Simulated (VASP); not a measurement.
Set up this calculation in VASP 6.6.1, as the native input.

* Task: single point
* Functional: PBE
* Potentials or basis: VASP PAW PBE potentials, release 64 (In_d)
* Cutoff: 400 eV
* k mesh: 10 × 10 × 10
* Occupations: gaussian, width 0.1 eV
* Spin: no spin polarisation
* Dipole correction: no
* Further INCAR settings: ALGO = Normal; EDIFF = 1e-06; NBANDS = 12

The structure of In lies in POSCAR:

```
In
1.0
    3.8100000000      0.0000000000      0.0000000000
    0.0000000000      3.8100000000      0.0000000000
    0.0000000000      0.0000000000      3.8100000000
In
1
Direct
    0.0000000000      0.0000000000      0.0000000000
```

The input as run:

INCAR

```
SYSTEM = In
ALGO = Normal ; EDIFF = 1E-6
ENCUT = 400 ; GGA = PE
GGA_COMPAT = .FALSE. ; ISIF = 2
ISMEAR = 0 ; LASPH = .TRUE.
LCHARG = .FALSE. ; LREAL = .FALSE.
LWAVE = .FALSE. ; NBANDS = 12
NELM = 120 ; PREC = Accurate
SIGMA = 0.1
```

KPOINTS

```
k-points
0
G
  10 10 10
  0 0 0
```

Potentials or basis: VASP PAW PBE potentials, release 64 (In_d).

Run with:

```console
$ cat potpaw_PBE.64/In_d/POTCAR > POTCAR
$ mpirun -np 1 vasp_std > vasp.out
```

It gave:

| Property | Result |
| --- | --- |
| Pressure | -4.0 GPa |

It took 17 s on 1 thread of Intel(R) Xeon(R) Platinum 8175M CPU @ 2.50GHz (Skylake/Cascade Lake), on a shared host, peak memory 0.16 GiB.
